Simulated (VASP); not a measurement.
Wanted: the native input for a VASP 6.6.1 run.

* Task: single point
* Functional: PBE
* Potentials or basis: VASP PAW PBE potentials, release 64 (Be, Zn, O)
* Cutoff: 520 eV
* k mesh: 4 × 4 × 4
* Occupations: gaussian, width 0.1 eV
* Spin: no spin polarisation
* Dipole correction: no
* Further INCAR settings: ALGO = Normal; EDIFF = 1e-07; NBANDS = 46

The structure of Be2ZnO3 lies in POSCAR:

```
Be2ZnO3
1.0
    1.5175489679      0.0000000000     -4.6801371320
    4.9843693032      0.0000000000      0.0047667560
    2.4921846516     -4.3662306321      0.0023833780
Be Zn O
4 2 6
Direct
    0.9995311965      0.4214071407      0.1675773711
    0.0006638647      0.7381131078      0.5159589354
    0.4995311965      0.5889845118      0.8324226289
    0.5006638647      0.2540720432      0.4840410646
    0.9907063292      0.0909484132      0.8260144915
    0.4907063292      0.9169629047      0.1739855085
    0.8612753842      0.4978180565      0.8408317273
    0.9062585245      0.7376264636      0.2179521790
    0.8665647009      0.1287356224      0.4523676872
    0.3612753842      0.3386497838      0.1591682727
    0.4062585245      0.9555786426      0.7820478210
    0.3665647009      0.5811033096      0.5476323128
```

One way to write it, as run:

INCAR

```
PREC = Accurate
ENCUT = 520
EDIFF = 1E-7
ISMEAR = 0
SIGMA = 0.1
LREAL = False
LASPH = True
NELM = 100
ALGO = Normal
ISIF = 2
LWAVE = False
LCHARG = False
GGA = PE
NBANDS = 46
```

KPOINTS

```
Automatic mesh
0
Gamma
  4 4 4
```

Potentials or basis: VASP PAW PBE potentials, release 64 (Be, Zn, O).

Run with:

```console
$ cat potpaw_PBE.64/Be/POTCAR potpaw_PBE.64/Zn/POTCAR potpaw_PBE.64/O/POTCAR > POTCAR
$ mpirun -np 1 vasp_std > vasp.out
```

Results of the run:

The pressure is 0.7 GPa. The largest force is 0.069 eV/Å and the band gap on the k mesh is 3.55 eV.

It took 64 s on 1 thread of Intel(R) Xeon(R) 6975P-C (Granite Rapids), on a shared host, peak memory 0.29 GiB.
